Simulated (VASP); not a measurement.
# Si2W (MoSi2 type) (I4/mmm) in VASP: further runs

The runs below take Si2W (MoSi2 type) through single point, with PBE.

Program: VASP 6.6.1. These are calculated values, not measurements. Logs are shortened: lines on timing, memory, paths and dates and some standing lists are left out, and cuts for length are marked.

## (1) The cell of the first run

It takes space group I4/mmm (No. 139, tetragonal). Conventional cell: a = 2.711 Å, b = 2.711 Å, c = 6.919 Å, α = 90.00°, β = 90.00°, γ = 90.00°. W (site symmetry 4/mmm) has 10 Si at 2.25 to 2.27 Å and 4 W at 2.71 Å within 3.0 Å. Within 2.9 Å of Si (site symmetry 4mm) lie 9 Si at 2.20 to 2.71 Å and 5 W at 2.25 to 2.27 Å.

## (2) Single point, PBE (8.48 Å³/atom)

Contents of POSCAR:

```
Si2W
1.0
   -1.3556999766      1.3556999766      3.4592873773
    1.3556999766     -1.3556999766      3.4592873773
    1.3556999766      1.3556999766     -3.4592873773
W Si
1 2
Direct
    0.0000000000      0.0000000000      0.0000000000
    0.3286846634      0.3286846634      0.0000000000
   -0.3286846634     -0.3286846634      0.0000000000
```

Contents of INCAR.step1:

```
SYSTEM = Si2W
ALGO = Normal
EDIFF = 1E-7
ENCUT = 520
GGA = PE
ISIF = 2
ISMEAR = -1
LASPH = .TRUE.
LCHARG = .TRUE.
LMAXMIX = 4
LREAL = .FALSE.
LWAVE = .FALSE.
NBANDS = 18
NELM = 60
PREC = Accurate
SIGMA = 0.1
```

Contents of KPOINTS.step1:

```
k-points
0
G
  14 14 14
  0 0 0
```

Contents of INCAR.step2:

```
SYSTEM = Si2W
ALGO = Normal
EDIFF = 1E-7
ENCUT = 520
GGA = PE
ICHARG = 11
ISIF = 2
ISMEAR = -5
LASPH = .TRUE.
LCHARG = .FALSE.
LMAXMIX = 4
LORBIT = 11
LREAL = .FALSE.
LWAVE = .FALSE.
NEDOS = 1001
NELM = 60
PREC = Accurate
SIGMA = 0.1
```

Contents of KPOINTS.step2:

```
k-points
0
G
  21 21 21
  0 0 0
```

Potentials or basis: VASP PAW PBE potentials, release 64 (W_sv, Si).

Launch:

```console
> cat potpaw_PBE.64/W_sv/POTCAR potpaw_PBE.64/Si/POTCAR > POTCAR
> cp INCAR.step1 INCAR
> cp KPOINTS.step1 KPOINTS
> mpirun -np 1 vasp_std > vasp.out
> cp INCAR.step2 INCAR
> cp KPOINTS.step2 KPOINTS
> mpirun -np 1 vasp_std > vasp.out
```

OUTCAR:

```text
SYSTEM = Si2W
   EDIFF = 1E-7
   ENCUT = 520
   GGA = PE
   ICHARG = 11
   ISIF = 2
   ISMEAR = -5
   LASPH = .TRUE.
   LORBIT = 11
   LREAL = .FALSE.
   NELM = 60
   PREC = Accurate

 ion  position               nearest neighbor table
   1  0.000  0.000  0.000-   3 2.25   3 2.25   3 2.25   2 2.25   3 2.25   2 2.25   2 2.25   2 2.25
                             2 2.27   3 2.27
   2  0.329  0.329  0.000-   3 2.20   3 2.20   3 2.20   3 2.20   1 2.25   1 2.25   1 2.25   1 2.25
                             1 2.27   3 2.37
   3  0.671  0.671  0.000-   2 2.20   2 2.20   2 2.20   2 2.20   1 2.25   1 2.25   1 2.25   1 2.25
                             1 2.27   2 2.37

  LATTYP: Found a body centered tetragonal cell.
 ALAT       =     2.7113999532
 C/A-ratio  =     2.5516614568

  Lattice vectors:

 A1 = (  -1.3556999766,   1.3556999766,   3.4592873773)
 A2 = (   1.3556999766,  -1.3556999766,   3.4592873773)
 A3 = (   1.3556999766,   1.3556999766,  -3.4592873773)

Analysis of symmetry for initial positions (statically):
=====================================================================
 Subroutine PRICEL returns:
 Original cell was already a primitive cell.

 Routine SETGRP: Setting up the symmetry group for a
 body centered tetragonal supercell.

 Subroutine GETGRP returns: Found 16 space group operations
 (whereof 16 operations were pure point group operations)
 out of a pool of 16 trial point group operations.

The static configuration has the point symmetry D_4h.

Analysis of symmetry for dynamics (positions and initial velocities):
=====================================================================
 Subroutine PRICEL returns:
 Original cell was already a primitive cell.

 Routine SETGRP: Setting up the symmetry group for a
 body centered tetragonal supercell.

 Subroutine GETGRP returns: Found 16 space group operations
 (whereof 16 operations were pure point group operations)
 out of a pool of 16 trial point group operations.

The dynamic configuration has the point symmetry D_4h.

 Subroutine INISYM returns: Found 16 space group operations
 (whereof 16 operations are pure point group operations),
 and found     1 'primitive' translations

----------------------------------------------------------------------------------------

                                     Primitive cell

  volume of cell :      25.4316

[... 111 lines left out ...]
     AMIX     =   0.40;   BMIX     =  1.00
     AMIX_MAG =   1.60;   BMIX_MAG =  1.00
  volume/ion in A,a.u.               =       8.48        57.21
  Fermi-wavevector in a.u.,A,eV,Ry     =   1.559880  2.947745 33.106034  2.433225
  Thomas-Fermi vector in A             =   2.663173
   LORBIT       =     11    0 simple, 1 ext, 2 COOP (PROOUT), +10 PAW based schemes
   GGA     = PE    functional components
   LHFCALC =     F    Hartree Fock is set to
   AEXX    =    0.0000 exact exchange contribution
   IVDW    =     0    specifies the selected vdW correction
   LEPSILON=     F    determine dielectric tensor
   LRPA    =     F    only Hartree local field effects (RPA)
 non-spin polarized calculation
 Fermi weights with tetrahedron method with Bloechl corrections
  energy-cutoff  :      520.00
  volume of cell :       25.43
 maximum number of plane-waves:       698
 NGX is ok and might be reduce to    30

 number of electron      22.0000001 magnetization

 Free energy of the ion-electron system (eV)
  ---------------------------------------------------
  ext. energy  EPLUGINS =         0.00000000
  ---------------------------------------------------
  free energy    TOTEN  =       -15.62240120 eV

  energy without entropy =      -15.62240120  energy(sigma->0) =      -15.62240120

 E-fermi :  19.9490     XC(G=0): -14.9121

 val. band max:       19.9758730515   @ k =  -0.4286  -0.4762   0.4286
 cond. band min:      19.9011017665   @ k =  -0.3810  -0.4286   0.1905
 fundamental gap:     -0.0747712850
 Fermi energy:        19.9489848696

 k-point     1 :       0.0000    0.0000    0.0000
  band No.  band energies     occupation
      1     -53.1166      2.00000
      2     -18.2245      2.00000
      3     -17.4707      2.00000
      4     -17.4707      2.00000
      5       1.5278      2.00000
      6       9.5797      2.00000
      7      13.6475      2.00000
      8      15.7831      2.00000
      9      15.7831      2.00000
     10      16.4264      2.00000
     11      20.4232      0.00000
     12      21.5602      0.00000
     13      25.6937      0.00000
     14      25.6937      0.00000
[... 401 lines left out ...]
      2     -18.6343      2.00000
      3     -18.1120      2.00000
      4     -17.3848      2.00000
      5       5.0440      2.00000
      6       9.0918      2.00000
      7      12.2169      2.00000
      8      13.6433      2.00000
      9      15.5762      2.00000
     10      16.6439      2.00000
     11      17.8993      2.00000
     12      23.7777      0.00000
     13      24.5239      0.00000
     14      24.8446      0.00000
     15      26.6427      0.00000

 [... further k-points ...]

------------------------ aborting loop because EDIFF is reached ----------------------------------------

  FORCE on cell =-STRESS in cart. coord.  units (eV):
  Direction    XX          YY          ZZ          XY          YZ          ZX
  --------------------------------------------------------------------------------------
  -------------------------------------------------------------------------------------
  Total       45.0799828     45.0799828     45.0006737      0.0000000      0.0000000      0.0000000
  in kB     2840.0142127   2840.0142127   2835.0177824      0.0000000      0.0000000      0.0000000
  external PRESSURE =    2838.3487359 kB  Pullay stress =       0.0000000 kB

 VOLUME and BASIS-vectors are now :
 -----------------------------------------------------------------------------
  energy-cutoff  :      520.00
  volume of cell :       25.43
      direct lattice vectors                 reciprocal lattice vectors
    -1.355699977  1.355699977  3.459287377     0.000000000  0.368813166  0.144538440
     1.355699977 -1.355699977  3.459287377     0.368813166  0.000000000  0.144538440
     1.355699977  1.355699977 -3.459287377     0.368813166  0.368813166  0.000000000

 POSITION                                       TOTAL-FORCE (eV/Angst)
 -----------------------------------------------------------------------------------
      0.00000      0.00000      0.00000         0.000000      0.000000      0.000000
      0.00000      0.00000      2.27403        -0.000000     -0.000000     -0.037442
      0.00000      0.00000      4.64455         0.000000      0.000000      0.037442
 -----------------------------------------------------------------------------------
    total drift:                                0.000000     -0.000000      0.000000

  FREE ENERGIE OF THE ION-ELECTRON SYSTEM (eV)
  ---------------------------------------------------
  free  energy   TOTEN  =       -15.6224012003 eV

  energy  without entropy=      -15.6224012003  energy(sigma->0) =      -15.62240120

 total charge

# of ion       s       p       d       tot
------------------------------------------
    1        2.466   6.691   4.705  13.861
    2        0.808   1.320   0.000   2.129
    3        0.808   1.320   0.000   2.129
--------------------------------------------------
tot          4.082   9.331   4.705  18.118
```

OSZICAR.step1:

```text
N       E                     dE             d eps       ncg     rms          rms(c)
DAV:   1     0.151823036060E+03    0.15182E+03   -0.11144E+04  8800   0.132E+03
DAV:   2    -0.118969250501E+02   -0.16372E+03   -0.15964E+03  9940   0.352E+02
DAV:   3    -0.164273470518E+02   -0.45304E+01   -0.44878E+01 10488   0.534E+01
DAV:   4    -0.164532237870E+02   -0.25877E-01   -0.25864E-01 10312   0.428E+00
DAV:   5    -0.164533798206E+02   -0.15603E-03   -0.15603E-03 10058   0.346E-01    0.598E+01
DAV:   6    -0.158321866375E+02    0.62119E+00   -0.10099E+00  9770   0.903E+00    0.293E+01
DAV:   7    -0.156371818940E+02    0.19500E+00   -0.83788E-02  9584   0.249E+00    0.491E+00
DAV:   8    -0.156268771919E+02    0.10305E-01   -0.56848E-03  9982   0.634E-01    0.378E-01
DAV:   9    -0.156265720014E+02    0.30519E-03   -0.42190E-04 10240   0.164E-01    0.183E-01
DAV:  10    -0.156265454073E+02    0.26594E-04   -0.73056E-05 10014   0.688E-02    0.686E-02
DAV:  11    -0.156265452056E+02    0.20171E-06   -0.45285E-06  9846   0.172E-02    0.117E-02
DAV:  12    -0.156265451845E+02    0.21089E-07   -0.17172E-07  8966   0.321E-03
   1 F= -.15626545E+02 E0= -.15622937E+02  d E =-.721588E-02
```

Wall time 2.7 min (1 thread of Intel Xeon 6975P-C (Granite Rapids), shared host); peak memory 0.41 GiB.

What came out:

| Item | Value |
| --- | --- |
| Valence electrons inside the program's atomic spheres | W 13.86; Si 2.13 |

Caveat: spin-orbit coupling is left out, which moves the levels of the heavy elements; tetrahedron occupations give inexact forces and stress in metals.

## (3) Single point, PBE (8.48 Å³/atom)

POSCAR is that of step 2.

Contents of INCAR.step1:

```
PREC = Accurate
ENCUT = 520
EDIFF = 1E-6
ISMEAR = -1
SIGMA = 0.1
LREAL = False
LASPH = True
NELM = 80
ALGO = Normal
ISIF = 2
LWAVE = False
LCHARG = True
LMAXMIX = 4
GGA = PE
NBANDS = 18
```

Contents of KPOINTS.step1:

```
regular mesh
0
Gamma
  14 14 14
```

Contents of INCAR.step2:

```
PREC = Accurate
ENCUT = 520
EDIFF = 1E-6
ISMEAR = -5
SIGMA = 0.1
LREAL = False
LASPH = True
NELM = 80
ALGO = Normal
ISIF = 2
LWAVE = False
LCHARG = False
LMAXMIX = 4
GGA = PE
LORBIT = 11
NEDOS = 2001
ICHARG = 11
```

Contents of KPOINTS.step2:

```
regular mesh
0
Gamma
  21 21 21
```

Potentials or basis: VASP PAW PBE potentials, release 64 (W_sv, Si).

Launch:

```console
> cat potpaw_PBE.64/W_sv/POTCAR potpaw_PBE.64/Si/POTCAR > POTCAR
> cp INCAR.step1 INCAR
> cp KPOINTS.step1 KPOINTS
> mpirun -np 1 vasp_std > vasp.out
> cp INCAR.step2 INCAR
> cp KPOINTS.step2 KPOINTS
> mpirun -np 1 vasp_std > vasp.out
```

OUTCAR:

```text
PREC = Accurate
   ENCUT = 520
   EDIFF = 1E-6
   ISMEAR = -5
   LREAL = False
   LASPH = True
   NELM = 80
   ISIF = 2
   GGA = PE
   LORBIT = 11
   ICHARG = 11

 ion  position               nearest neighbor table
   1  0.000  0.000  0.000-   3 2.25   3 2.25   3 2.25   2 2.25   3 2.25   2 2.25   2 2.25   2 2.25
                             2 2.27   3 2.27
   2  0.329  0.329  0.000-   3 2.20   3 2.20   3 2.20   3 2.20   1 2.25   1 2.25   1 2.25   1 2.25
                             1 2.27   3 2.37
   3  0.671  0.671  0.000-   2 2.20   2 2.20   2 2.20   2 2.20   1 2.25   1 2.25   1 2.25   1 2.25
                             1 2.27   2 2.37

  LATTYP: Found a body centered tetragonal cell.
 ALAT       =     2.7113999532
 C/A-ratio  =     2.5516614568

  Lattice vectors:

 A1 = (  -1.3556999766,   1.3556999766,   3.4592873773)
 A2 = (   1.3556999766,  -1.3556999766,   3.4592873773)
 A3 = (   1.3556999766,   1.3556999766,  -3.4592873773)

Analysis of symmetry for initial positions (statically):
=====================================================================
 Subroutine PRICEL returns:
[... 604 lines left out ...]
      7      12.2169      2.00000
      8      13.6432      2.00000
      9      15.5762      2.00000
     10      16.6439      2.00000
     11      17.8993      2.00000
     12      23.7777      0.00000
     13      24.5239      0.00000
     14      24.8446      0.00000
     15      26.6427      0.00000

 [... further k-points ...]

------------------------ aborting loop because EDIFF is reached ----------------------------------------

  FORCE on cell =-STRESS in cart. coord.  units (eV):
  Direction    XX          YY          ZZ          XY          YZ          ZX
  --------------------------------------------------------------------------------------
  -------------------------------------------------------------------------------------
  Total       45.0798191     45.0798191     44.9988847      0.0000000     -0.0000000      0.0000000
  in kB     2840.0038985   2840.0038985   2834.9050751      0.0000000     -0.0000000      0.0000000
  external PRESSURE =    2838.3042907 kB  Pullay stress =       0.0000000 kB

 VOLUME and BASIS-vectors are now :
 -----------------------------------------------------------------------------
  energy-cutoff  :      520.00
  volume of cell :       25.43
      direct lattice vectors                 reciprocal lattice vectors
    -1.355699977  1.355699977  3.459287377     0.000000000  0.368813166  0.144538440
     1.355699977 -1.355699977  3.459287377     0.368813166  0.000000000  0.144538440
     1.355699977  1.355699977 -3.459287377     0.368813166  0.368813166  0.000000000

 POSITION                                       TOTAL-FORCE (eV/Angst)
 -----------------------------------------------------------------------------------
      0.00000      0.00000      0.00000         0.000000      0.000000      0.000000
      0.00000      0.00000      2.27403         0.000000      0.000000     -0.037465
      0.00000      0.00000      4.64455        -0.000000     -0.000000      0.037465
 -----------------------------------------------------------------------------------
    total drift:                                0.000000     -0.000000     -0.000000

  FREE ENERGIE OF THE ION-ELECTRON SYSTEM (eV)
  ---------------------------------------------------
  free  energy   TOTEN  =       -15.6224012306 eV

  energy  without entropy=      -15.6224012306  energy(sigma->0) =      -15.62240123

 total charge

# of ion       s       p       d       tot
------------------------------------------
    1        2.466   6.691   4.705  13.861
    2        0.808   1.320   0.000   2.129
    3        0.808   1.320   0.000   2.129
--------------------------------------------------
tot          4.082   9.331   4.705  18.118
```

OSZICAR.step1:

```text
N       E                     dE             d eps       ncg     rms          rms(c)
DAV:   1     0.151823036060E+03    0.15182E+03   -0.11144E+04  8800   0.132E+03
DAV:   2    -0.118969250501E+02   -0.16372E+03   -0.15964E+03  9940   0.352E+02
DAV:   3    -0.164273470518E+02   -0.45304E+01   -0.44878E+01 10488   0.534E+01
DAV:   4    -0.164532237870E+02   -0.25877E-01   -0.25864E-01 10312   0.428E+00
DAV:   5    -0.164533798206E+02   -0.15603E-03   -0.15603E-03 10058   0.346E-01    0.598E+01
DAV:   6    -0.158321866375E+02    0.62119E+00   -0.10099E+00  9770   0.903E+00    0.293E+01
DAV:   7    -0.156371818940E+02    0.19500E+00   -0.83788E-02  9584   0.249E+00    0.491E+00
DAV:   8    -0.156268771919E+02    0.10305E-01   -0.56848E-03  9982   0.634E-01    0.378E-01
DAV:   9    -0.156265720014E+02    0.30519E-03   -0.42190E-04 10240   0.164E-01    0.183E-01
DAV:  10    -0.156265454073E+02    0.26594E-04   -0.73056E-05 10014   0.688E-02    0.686E-02
DAV:  11    -0.156265452056E+02    0.20175E-06   -0.45278E-06  9696   0.172E-02
   1 F= -.15626545E+02 E0= -.15622937E+02  d E =-.721557E-02
```

Run time: 2.4 min. Hardware: 1 thread of Intel Xeon 6975P-C (Granite Rapids), shared host; peak memory 0.41 GiB.

Results:

* Valence electrons inside the program's atomic spheres: W 13.86; Si 2.13

Levels at points of the mesh, in eV from the Fermi level:
| k point | band 8 | band 9 | band 10 | band 11 | band 12 | band 13 | band 14 | band 15 |
| --- | --- | --- | --- | --- | --- | --- | --- | --- |
| (0.00, 0.00, 0.00) | -4.17 | -4.17 | -3.52 | 0.47 | 1.61 | 5.74 | 5.74 | 6.59 |

Caveat: spin-orbit coupling is left out, which moves the levels of the heavy elements; tetrahedron occupations give inexact forces and stress in metals.
